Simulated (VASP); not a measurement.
Write the native input for VASP 6.6.1 that does the following.

- Task: single point
- Functional: r2SCAN
- Potentials or basis: VASP PAW PBE potentials, release 64 (Sn_d, O)
- Cutoff: 520 eV
- k mesh: 6 × 6 × 6
- Occupations: gaussian, width 0.01 eV
- Spin: no spin polarisation
- Dipole correction: no
- Further INCAR settings: ALGO = Normal; EDIFF = 1e-06; NBANDS = 64

Crystal: SnO2.

```
Sn O
1.0
     5.10056    0.00000    0.00000
     0.00000    5.10056    0.00000
     0.00000    0.00000    5.10056
Sn O
4 8
Direct
  0.00000 0.50000 0.50000
  0.50000 0.50000 0.00000
  0.50000 0.00000 0.50000
  0.00000 0.00000 0.00000
  0.33973 0.16027 0.83973
  0.16027 0.83973 0.33973
  0.83973 0.33973 0.16027
  0.66027 0.66027 0.66027
  0.33973 0.33973 0.33973
  0.16027 0.66027 0.83973
  0.83973 0.16027 0.66027
  0.66027 0.83973 0.16027
```

One way to write it, as run:

POSCAR

```
SnO2
1.0
    5.1005635618      0.0000000000      0.0000000000
    0.0000000000      5.1005635618      0.0000000000
    0.0000000000      0.0000000000      5.1005635618
Sn O
4 8
Direct
    0.0000000000      0.5000000000      0.5000000000
    0.5000000000      0.5000000000      0.0000000000
    0.5000000000      0.0000000000      0.5000000000
    0.0000000000      0.0000000000      0.0000000000
    0.3397329487      0.1602670513      0.8397329487
    0.1602670513      0.8397329487      0.3397329487
    0.8397329487      0.3397329487      0.1602670513
    0.6602670513      0.6602670513      0.6602670513
    0.3397329487      0.3397329487      0.3397329487
    0.1602670513      0.6602670513      0.8397329487
    0.8397329487      0.1602670513      0.6602670513
    0.6602670513      0.8397329487      0.1602670513
```

INCAR.step1

```
SYSTEM = SnO2
  PREC = Accurate
  ENCUT = 520
  ISMEAR = 0
  SIGMA = 0.01
  LREAL = .False.
  LASPH = .True.
  NELM = 60
  NBANDS = 64
  GGA = PE
  ALGO = Normal
  EDIFF = 1E-4
  LWAVE = .True.
  LCHARG = .False.
```

INCAR.step2

```
SYSTEM = SnO2
  PREC = Accurate
  ENCUT = 520
  EDIFF = 1E-6
  ISMEAR = 0
  SIGMA = 0.01
  LREAL = .False.
  LASPH = .True.
  NELM = 60
  ALGO = Normal
  ISIF = 2
  LWAVE = .False.
  LCHARG = .True.
  METAGGA = R2SCAN
  LMIXTAU = .True.
  LELF = .True.
  LVHAR = .True.
  NBANDS = 64
  ISTART = 1
```

KPOINTS

```
Automatic mesh
0
Gamma
  6 6 6
  0 0 0
```

Potentials or basis: VASP PAW PBE potentials, release 64 (Sn_d, O).

Run with:

```console
$ cat potpaw_PBE.64/Sn_d/POTCAR potpaw_PBE.64/O/POTCAR > POTCAR
$ cp INCAR.step1 INCAR
$ mpirun -np 1 vasp_std > vasp.out
$ cp INCAR.step2 INCAR
$ mpirun -np 1 vasp_std > vasp.out
```

Results of the run:

- Pressure: 1.2 GPa
- Largest force: 0.006 eV/Å
- Band gap on the k mesh: 1.62 eV (least direct gap 1.71 eV)

Caveat: the PAW data sets were made with another functional, which shifts forces and pressure a little; spin-orbit coupling is left out, which moves the levels of the heavy elements.

Run time: 18 min on 1 thread of Oxide Virtual Turin-like Processor, on a shared host, peak memory 0.31 GiB.
